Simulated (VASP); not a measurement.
# BaS (Fm-3m) in VASP: a series of runs

BaS is run at these levels: HSE06, PBE-based global hybrid with 5 % exact exchange, PBE-based screened hybrid with 5 % exact exchange, PBE-based screened hybrid with 30 % exact exchange; tasks: single point.

All numbers are computed with VASP 6.6.1; they aren't measurements. Logs are shortened: lines on timing, memory, paths and dates and some standing lists are left out, and cuts for length are marked.

## 1. The cell of the first run

Symmetry: Fm-3m, No. 225, cubic system. The conventional cell has a = 6.424 Å, b = 6.424 Å, c = 6.424 Å, α = 90.00°, β = 90.00°, γ = 90.00°. Within 4.2 Å of Ba (site symmetry m-3m) lie 6 S at 3.21 Å. S (site symmetry m-3m) has 6 Ba at 3.21 Å within 4.2 Å.

## 2. Single point, HSE06

Input file POSCAR:

```
BaS
1.0
    0.0000000000      3.2119099264      3.2119099264
    3.2119099264      0.0000000000      3.2119099264
    3.2119099264      3.2119099264      0.0000000000
Ba S
1 1
Direct
    0.0000000000      0.0000000000      0.0000000000
    0.5000000000      0.5000000000      0.5000000000
```

Input file INCAR.step1:

```
SYSTEM = BaS
ALGO = Normal ; EDIFF = 1E-5
ENCUT = 520 ; GGA = PE
ISIF = 2 ; ISMEAR = 0
LASPH = .True. ; LCHARG = .False.
LREAL = .False. ; LWAVE = .True.
NBANDS = 15 ; NELM = 60
PREC = Accurate ; SIGMA = 0.01
```

Input file INCAR.step2:

```
SYSTEM = BaS
ALGO = Normal ; EDIFF = 1E-6
ENCUT = 520 ; GGA = PE
HFSCREEN = 0.2079 ; ISIF = 2
ISMEAR = 0 ; ISTART = 1
LASPH = .True. ; LCHARG = .False.
LHFCALC = .True. ; LREAL = .False.
LWAVE = .False. ; NBANDS = 15
NELM = 60 ; PREC = Accurate
PRECFOCK = Normal ; SIGMA = 0.01
```

Input file KPOINTS:

```
k-points
0
Gamma
  4 4 4
  0 0 0
```

Potentials or basis: VASP PAW PBE potentials, release 64 (Ba_sv, S).

Run with:

```sh
> cat potpaw_PBE.64/Ba_sv/POTCAR potpaw_PBE.64/S/POTCAR > POTCAR
> cp INCAR.step1 INCAR
> mpirun -np 1 vasp_std > vasp.out
> cp INCAR.step2 INCAR
> mpirun -np 1 vasp_std > vasp.out
```

OUTCAR:

```text
SYSTEM = BaS
   EDIFF = 1E-6
   ENCUT = 520
   GGA = PE
   HFSCREEN = 0.2079
   ISIF = 2
   ISMEAR = 0
   ISTART = 1
   LASPH = .True.
   LHFCALC = .True.
   LREAL = .False.
   NELM = 60
   PREC = Accurate
   PRECFOCK = Normal

 ion  position               nearest neighbor table
   1  0.000  0.000  0.000-   2 3.21   2 3.21   2 3.21   2 3.21   2 3.21   2 3.21
   2  0.500  0.500  0.500-   1 3.21   1 3.21   1 3.21   1 3.21   1 3.21   1 3.21

  LATTYP: Found a face centered cubic cell.
 ALAT       =     6.4238198528

  Lattice vectors:

 A1 = (   0.0000000000,   3.2119099264,   3.2119099264)
 A2 = (   3.2119099264,   0.0000000000,   3.2119099264)
 A3 = (   3.2119099264,   3.2119099264,   0.0000000000)

Analysis of symmetry for initial positions (statically):
=====================================================================
 Subroutine PRICEL returns:
 Original cell was already a primitive cell.

 Routine SETGRP: Setting up the symmetry group for a
 face centered cubic supercell.

 Subroutine GETGRP returns: Found 48 space group operations
 (whereof 48 operations were pure point group operations)
 out of a pool of 48 trial point group operations.

The static configuration has the point symmetry O_h .

Analysis of symmetry for dynamics (positions and initial velocities):
=====================================================================
 Subroutine PRICEL returns:
 Original cell was already a primitive cell.

 Routine SETGRP: Setting up the symmetry group for a
 face centered cubic supercell.

 Subroutine GETGRP returns: Found 48 space group operations
 (whereof 48 operations were pure point group operations)
 out of a pool of 48 trial point group operations.

The dynamic configuration has the point symmetry O_h .

 Subroutine INISYM returns: Found 48 space group operations
 (whereof 48 operations are pure point group operations),
 and found     1 'primitive' translations

----------------------------------------------------------------------------------------

                                     Primitive cell

  volume of cell :      66.2705

  direct lattice vectors                    reciprocal lattice vectors
     0.000000000  3.211909926  3.211909926    -0.155670617  0.155670617  0.155670617
     3.211909926  0.000000000  3.211909926     0.155670617 -0.155670617  0.155670617
     3.211909926  3.211909926  0.000000000     0.155670617  0.155670617 -0.155670617

  length of vectors
     4.542326579  4.542326579  4.542326579     0.269629418  0.269629418  0.269629418

  position of ions in fractional coordinates (direct lattice)
     0.000000000  0.000000000  0.000000000
     0.500000000  0.500000000  0.500000000

  ion indices of the primitive-cell ions
   primitive index   ion index
                 1           1
                 2           2

----------------------------------------------------------------------------------------

 KPOINTS: k-points

Automatic generation of k-mesh.
 Grid dimensions read from file:
 generate k-points for:    4    4    4

 Generating k-lattice:

  Cartesian coordinates                     Fractional coordinates (reciprocal lattice)
    -0.038917654  0.038917654  0.038917654     0.250000000  0.000000000  0.000000000
     0.038917654 -0.038917654  0.038917654     0.000000000  0.250000000  0.000000000
     0.038917654  0.038917654 -0.038917654     0.000000000  0.000000000  0.250000000

  Length of vectors
     0.067407354  0.067407354  0.067407354

  Shift w.r.t. Gamma in fractional coordinates (k-lattice)
     0.000000000  0.000000000  0.000000000

 Subroutine IBZKPT returns following result:
 ===========================================

 Found      8 irreducible k-points:

 Following reciprocal coordinates:
            Coordinates               Weight
  0.000000  0.000000  0.000000      1.000000
  0.250000  0.000000  0.000000      8.000000
  0.500000  0.000000  0.000000      4.000000
  0.250000  0.250000  0.000000      6.000000
  0.500000  0.250000  0.000000     24.000000
 -0.250000  0.250000  0.000000     12.000000
  0.500000  0.500000  0.000000      3.000000
 -0.250000  0.500000  0.250000      6.000000
   k-points           NKPTS =      8   k-points in BZ     NKDIM =     64   number of bands    NBANDS=     15
   number of dos      NEDOS =    301   number of ions     NIONS =      2
   total plane-waves  NPLWV =  46656
   dimension x,y,z NGX =    36 NGY =   36 NGZ =   36
   dimension x,y,z NGXF=    72 NGYF=   72 NGZF=   72
   ions per type =               1   1
   NGX,Y,Z   is equivalent  to a cutoff of  13.18, 13.18, 13.18 a.u.
   NGXF,Y,Z  is equivalent  to a cutoff of  26.35, 26.35, 26.35 a.u.
 SYSTEM =  BaS
   PREC   = accura    normal or accurate (medium, high low for compatibility)
   ISTART =      1    job   : 0-new  1-cont  2-samecut
   ICHARG =      0    charge: 1-file 2-atom 10-const
   ISPIN  =      1    spin polarized calculation?
   LNONCOLLINEAR =      F non collinear calculations
   LSORBIT =      F    spin-orbit coupling
   LASPH  =      T    aspherical Exc in radial PAW
   ENCUT  =  520.0 eV  38.22 Ry    6.18 a.u.   8.45  8.45  8.45*2*pi/ulx,y,z
   NELM   =     60;   NELMIN=  2; NELMDL=  0     # of ELM steps
   EDIFF  = 0.1E-05   stopping-criterion for ELM
   LREAL  =      F    real-space projection
   EDIFFG = 0.1E-04   stopping-criterion for IOM
   NSW    =      0    number of steps for IOM
   IBRION =     -1    ionic relax: 0-MD 1-quasi-New 2-CG
   NFREE  =      0    steps in history (QN), initial steepest desc. (CG)
   ISIF   =      2    stress and relaxation
   ISYM   =      3    0-nonsym 1-usesym 2-fastsym
   POTIM  = 0.5000    time-step for ionic-motion
   TEBEG  =    0.0;   TEEND  =   0.0 temperature during run
   PSTRESS=    0.0 pullay stress
   NELECT =      16.0000    total number of electrons
   NUPDOWN=      -1.0000    fix difference up-down
   EMIN   =  10.00;   EMAX   =-10.00  energy-range for DOS
   EFERMI =   0.00;   METHOD = LEGACY
   ISMEAR =     0;   SIGMA  =   0.01  broadening in eV -4-tet -1-fermi 0-gaus
   EFERMI_NEDOS =   21; number of points for ismear=-14 and -15
   IALGO  =     38    algorithm
   IMIX   =      1    mixing-type and parameters
     AMIX     =   0.40;   BMIX     =  1.00
     AMIX_MAG =   1.60;   BMIX_MAG =  1.00
  volume/ion in A,a.u.               =      33.14       223.61
  Fermi-wavevector in a.u.,A,eV,Ry     =   1.019393  1.926373 14.138647  1.039161
  Thomas-Fermi vector in A             =   2.152904
   LORBIT       =      0    0 simple, 1 ext, 2 COOP (PROOUT), +10 PAW based schemes
   GGA     = PE    functional components
   LHFCALC =     T    Hartree Fock is set to
   PRECFOCK=normal    Normal, Fast or Accurate (Low or Medium for compatibility)
   ENCUT4O =  -1.0   cutoff for four orbital integrals eV
   NKREDX  =     1    reduce k-point grid by
   NKREDY  =     1    reduce k-point grid by
   NKREDZ  =     1    reduce k-point grid by
   AEXX    =    0.2500 exact exchange contribution
   HFSCREEN=    0.2079 screening length (either q_TF or 0.3 A-1)
   HFSCREENC=   0.2079 screening length for correlation (either q_TF or 0.3 A-1)
   ENCUTFOCK=  -1.0 apply spherical cutoff to Coloumb kernel
   IVDW    =     0    specifies the selected vdW correction
   LEPSILON=     F    determine dielectric tensor
   LRPA    =     F    only Hartree local field effects (RPA)
 non-spin polarized calculation
 Gauss-broadening in eV      SIGMA  =   0.01
  energy-cutoff  :      520.00
  volume of cell :       66.27
 maximum number of plane-waves:      1812
 NGX is ok and might be reduce to    36
  NGX = 28; NGY = 28; NGZ = 28

 number of electron      16.0000002 magnetization

 Free energy of the ion-electron system (eV)
  ---------------------------------------------------
  ext. energy  EPLUGINS =         0.00000000
  ---------------------------------------------------
  free energy    TOTEN  =       -11.54473499 eV

  energy without entropy =      -11.54473499  energy(sigma->0) =      -11.54473499

 E-fermi :   0.7587     XC(G=0):  -7.1477

 val. band max:        0.7113198388   @ k =   0.0000   0.0000   0.0000
 cond. band min:       3.7580498336   @ k =   0.5000   0.5000   0.0000
 fundamental gap:      3.0467299949
 Fermi energy:         0.7587404642

 k-point     1 :       0.0000    0.0000    0.0000
  band No.  band energies     occupation
      1     -27.1572      2.00000
      2     -11.1566      2.00000
      3     -11.1566      2.00000
      4     -11.1566      2.00000
      5     -10.6949      2.00000
      6       0.7113      2.00000
      7       0.7113      2.00000
      8       0.7113      2.00000
      9       5.2071      0.00000
     10       5.6229      0.00000
     11       5.6229      0.00000
     12       5.6229      0.00000
     13       6.5564      0.00000
     14       6.5564      0.00000
     15      10.4351      0.00000

 k-point     2 :       0.2500    0.0000    0.0000
  band No.  band energies     occupation
      1     -27.1340      2.00000
      2     -12.0405      2.00000
      3     -11.1722      2.00000
      4     -11.1722      2.00000
      5      -9.7457      2.00000
      6      -0.4688      2.00000
      7       0.0780      2.00000
      8       0.0780      2.00000
      9       5.8128      0.00000
     10       6.5471      0.00000
     11       6.5471      0.00000
     12       7.0484      0.00000
     13       8.1993      0.00000
     14       8.1993      0.00000
     15      12.4080      0.00000
[... 77 lines left out ...]
      3     -11.3536      2.00000
      4     -11.3536      2.00000
      5     -10.5857      2.00000
      6       0.0997      2.00000
      7       0.5449      2.00000
      8       0.5449      2.00000
      9       3.7580      0.00000
     10       7.7630      0.00000
     11       7.7983      0.00000
     12       9.4316      0.00000
     13       9.4316      0.00000
     14       9.4614      0.00000
     15      10.3432      0.00000

 k-point     8 :      -0.2500    0.5000    0.2500
  band No.  band energies     occupation
      1     -27.0967      2.00000
      2     -11.8168      2.00000
      3     -11.5068      2.00000
      4     -11.5068      2.00000
      5      -9.9068      2.00000
      6      -0.4603      2.00000
      7       0.1713      2.00000
      8       0.1713      2.00000
      9       6.0177      0.00000
     10       6.0177      0.00000
     11       8.1302      0.00000
     12       8.6916      0.00000
     13       9.4583      0.00000
     14      11.4686      0.00000
     15      12.4996      0.00000

------------------------ aborting loop because EDIFF is reached ----------------------------------------

  FORCE on cell =-STRESS in cart. coord.  units (eV):
  Direction    XX          YY          ZZ          XY          YZ          ZX
  --------------------------------------------------------------------------------------
  -------------------------------------------------------------------------------------
  Total        0.0879592      0.0879592      0.0879592      0.0000000      0.0000000      0.0000000
  in kB        2.1265309      2.1265309      2.1265309      0.0000000      0.0000000      0.0000000
  external PRESSURE =       2.1265309 kB  Pullay stress =       0.0000000 kB

 VOLUME and BASIS-vectors are now :
 -----------------------------------------------------------------------------
  energy-cutoff  :      520.00
  volume of cell :       66.27
      direct lattice vectors                 reciprocal lattice vectors
     0.000000000  3.211909926  3.211909926    -0.155670617  0.155670617  0.155670617
     3.211909926  0.000000000  3.211909926     0.155670617 -0.155670617  0.155670617
     3.211909926  3.211909926  0.000000000     0.155670617  0.155670617 -0.155670617

 POSITION                                       TOTAL-FORCE (eV/Angst)
 -----------------------------------------------------------------------------------
      0.00000      0.00000      0.00000         0.000000      0.000000      0.000000
      3.21191      3.21191      3.21191        -0.000000     -0.000000     -0.000000
 -----------------------------------------------------------------------------------
    total drift:                                0.000001      0.000001      0.000001

  FREE ENERGIE OF THE ION-ELECTRON SYSTEM (eV)
  ---------------------------------------------------
  free  energy   TOTEN  =       -11.5447349862 eV

  energy  without entropy=      -11.5447349862  energy(sigma->0) =      -11.54473499
```

Wall time 13 min (1 thread of AMD EPYC 7R43 (Zen 3), shared host); peak memory 0.27 GiB.

Results:

```yaml
Free_energy: -11.5447 eV
Pressure: 0.2 GPa
Band_gap_on_the_k_mesh: 3.05 eV (least direct gap 3.21 eV)
```

Caveat: the k points lie up to 0.42 Å⁻¹ apart; the PAW data sets were made with another functional, which shifts forces and pressure a little; spin-orbit coupling is left out, which moves the levels of the heavy elements. A k mesh can miss the band edges.

## 3. Single point, PBE-based global hybrid with 5 % exact exchange

POSCAR is that of step 2.

Input file INCAR.step1:

```
SYSTEM = BaS
ALGO     = Normal         ! electronic algorithm
EDIFF    = 1E-5           ! SCF threshold, eV
ENCUT    = 520            ! plane-wave cutoff, eV
GGA      = PE             ! functional
ISIF     = 2              ! what is computed and relaxed
ISMEAR   = 0              ! smearing method
LASPH    = .True.         ! aspherical terms in the spheres
LCHARG   = .False.        ! write CHGCAR
LREAL    = .False.        ! projectors in reciprocal space
LWAVE    = .True.         ! write WAVECAR
NBANDS   = 15             ! bands
NELM     = 100            ! most SCF steps
PREC     = Accurate       ! precision mode
SIGMA    = 0.01           ! smearing width, eV
```

Input file INCAR.step2:

```
SYSTEM = BaS
AEXX     = 0.05           ! exact-exchange fraction
ALGO     = Normal         ! electronic algorithm
EDIFF    = 1E-7           ! SCF threshold, eV
ENCUT    = 520            ! plane-wave cutoff, eV
GGA      = PE             ! functional
ISIF     = 2              ! what is computed and relaxed
ISMEAR   = 0              ! smearing method
ISTART   = 1            
LASPH    = .True.         ! aspherical terms in the spheres
LCHARG   = .False.        ! write CHGCAR
LHFCALC  = .True.         ! exact exchange
LREAL    = .False.        ! projectors in reciprocal space
LWAVE    = .False.        ! write WAVECAR
NBANDS   = 15             ! bands
NELM     = 100            ! most SCF steps
PREC     = Accurate       ! precision mode
PRECFOCK = Normal       
SIGMA    = 0.01           ! smearing width, eV
```

KPOINTS is that of step 2.

Potentials or basis: VASP PAW PBE potentials, release 64 (Ba_sv, S).

Run with:

```sh
> cat potpaw_PBE.64/Ba_sv/POTCAR potpaw_PBE.64/S/POTCAR > POTCAR
> cp INCAR.step1 INCAR
> mpirun -np 1 vasp_std > vasp.out
> cp INCAR.step2 INCAR
> mpirun -np 1 vasp_std > vasp.out
```

It took 12 min on 1 thread of AMD EPYC 7R43 (Zen 3), shared host; peak memory 0.18 GiB.

It converged, with:

```yaml
Free_energy: -10.5716 eV
Pressure: 0.6 GPa
Band_gap_on_the_k_mesh: 2.45 eV (least direct gap 2.60 eV)
```

Levels at points of the mesh, in eV from the valence-band top:
```
           k point  band 6  band 7  band 8  band 9  band 10  band 11
(0.00, 0.00, 0.00)    0.00    0.00    0.00    3.84     4.21     4.21
(0.50, 0.00, 0.00)   -1.94   -1.07   -1.07    5.86     5.97     6.63
(0.50, 0.50, 0.00)   -0.56   -0.15   -0.15    2.45     6.26     6.30
```

Caveat: the k points lie up to 0.42 Å⁻¹ apart; the PAW data sets were made with another functional, which shifts forces and pressure a little; spin-orbit coupling is left out, which moves the levels of the heavy elements.

## 4. Single point, PBE-based screened hybrid with 5 % exact exchange

POSCAR is that of step 3.

Input file INCAR.step1:

```
SYSTEM = BaS
PREC = Accurate
ENCUT = 520
EDIFF = 1E-5
ISMEAR = 0
SIGMA = 0.01
LREAL = .False.
LASPH = .True.
NELM = 100
ALGO = Normal
ISIF = 2
LWAVE = .True.
LCHARG = .False.
GGA = PE
NBANDS = 15
```

Input file INCAR.step2:

```
SYSTEM = BaS
PREC = Accurate
ENCUT = 520
EDIFF = 1E-6
ISMEAR = 0
SIGMA = 0.01
LREAL = .False.
LASPH = .True.
NELM = 100
ALGO = Normal
ISIF = 2
LWAVE = .False.
LCHARG = .False.
GGA = PE
LHFCALC = .True.
AEXX = 0.05
HFSCREEN = 0.1
PRECFOCK = Normal
ISTART = 1
NBANDS = 15
```

Input file KPOINTS:

```
regular mesh
0
Gamma
  4 4 4
  0 0 0
```

Run with:

```sh
> cat potpaw_PBE.64/Ba_sv/POTCAR potpaw_PBE.64/S/POTCAR > POTCAR
> cp INCAR.step1 INCAR
> mpirun -np 1 vasp_std > vasp.out
> cp INCAR.step2 INCAR
> mpirun -np 1 vasp_std > vasp.out
```

It took 9.3 min on 1 thread of AMD EPYC 7R43 (Zen 3), shared host; peak memory 0.27 GiB.

It converged, with:

```yaml
Free_energy: -10.5124 eV
Pressure: 0.6 GPa
Band_gap_on_the_k_mesh: 2.37 eV (least direct gap 2.52 eV)
```

Levels at points of the mesh, in eV from the valence-band top:
```csv
k point,band 4,band 5,band 6,band 7,band 8,band 9,band 10,band 11,band 12,band 13
"(0.00, 0.00, 0.00)",-11.34,-10.56,0.00,0.00,0.00,3.77,4.14,4.14,4.14,5.05
"(0.50, 0.00, 0.00)",-11.38,-9.34,-1.94,-1.07,-1.07,5.78,5.89,6.55,6.55,9.15
"(0.50, 0.50, 0.00)",-11.52,-10.46,-0.56,-0.15,-0.15,2.37,6.18,6.22,7.73,7.73
```

Caveat: the k points lie up to 0.42 Å⁻¹ apart; the PAW data sets were made with another functional, which shifts forces and pressure a little; spin-orbit coupling is left out, which moves the levels of the heavy elements. A k mesh can miss the band edges.

## 5. Single point, PBE-based screened hybrid with 30 % exact exchange

POSCAR is that of step 4.

Input file INCAR.step1:

```
SYSTEM = BaS
PREC = Accurate
ENCUT = 520
EDIFF = 1E-5
ISMEAR = 0
SIGMA = 0.01
LREAL = .False.
LASPH = .True.
NELM = 80
ALGO = Normal
ISIF = 2
LWAVE = .True.
NBANDS = 15
GGA = PE
```

Input file INCAR.step2:

```
SYSTEM = BaS
PREC = Accurate
ENCUT = 520
EDIFF = 1E-6
ISMEAR = 0
SIGMA = 0.01
LREAL = .False.
LASPH = .True.
NELM = 80
ALGO = Normal
ISIF = 2
LWAVE = .False.
LCHARG = .True.
GGA = PE
LHFCALC = .True.
AEXX = 0.3
HFSCREEN = 0.3
PRECFOCK = Normal
LELF = .True.
LVHAR = .True.
NBANDS = 15
ISTART = 1
```

Input file KPOINTS:

```
Automatic mesh
0
Gamma
  4 4 4
  0 0 0
```

Run with:

```sh
> cat potpaw_PBE.64/Ba_sv/POTCAR potpaw_PBE.64/S/POTCAR > POTCAR
> cp INCAR.step1 INCAR
> mpirun -np 1 vasp_std > vasp.out
> cp INCAR.step2 INCAR
> mpirun -np 1 vasp_std > vasp.out
```

Run time: 20 min. Hardware: 1 thread of AMD EPYC 7R43 (Zen 3), shared host; peak memory 0.27 GiB.

The run converged. Its results:

```
Free energy            : -11.5543 eV
Pressure               : 0.2 GPa
Band gap on the k mesh : 2.99 eV (least direct gap 3.15 eV)
```

Levels at points of the mesh, in eV from the valence-band top:
```
           k point  band 4  band 5  band 6  band 7  band 8  band 9  band 10  band 11  band 12  band 13
(0.00, 0.00, 0.00)  -11.93  -11.54    0.00    0.00    0.00    4.46     4.85     4.85     4.85     5.80
(0.50, 0.00, 0.00)  -11.96  -10.04   -2.00   -1.11   -1.11    6.55     6.59     7.44     7.44    10.01
(0.50, 0.50, 0.00)  -12.13  -11.43   -0.60   -0.16   -0.16    2.99     7.01     7.05     8.68     8.68
```

Caveat: the k points lie up to 0.42 Å⁻¹ apart; the PAW data sets were made with another functional, which shifts forces and pressure a little; spin-orbit coupling is left out, which moves the levels of the heavy elements. A k mesh can miss the band edges.

## 6. Overview

| level | share of exact exchange | screening parameter | gap on the mesh (eV) | pressure (GPa) |
| --- | --- | --- | --- | --- |
| HSE06 | 0.25 | 0.2079 1/Å | 3.05 | 0.2 |
| PBE-based global hybrid with 5 % exact exchange | 0.05 | - | 2.45 | 0.6 |
| PBE-based screened hybrid with 5 % exact exchange | 0.05 | 0.1 1/Å | 2.37 | 0.6 |
| PBE-based screened hybrid with 30 % exact exchange | 0.3 | 0.3 1/Å | 2.99 | 0.2 |

Alike in all rows: task single point; potentials or basis VASP PAW PBE potentials, release 64 (Ba_sv, S); no spin polarisation; cell as given; k mesh 4 × 4 × 4; cutoff (eV) 520; smearing gaussian 0.01 eV.

Caveats: all runs use coarse meshes; the PAW data sets were made with another functional, which shifts forces and pressure a little; spin-orbit coupling is left out, which moves the levels of the heavy elements.

Total energies depend on the potentials used, so only differences within one code and one set of settings carry meaning.
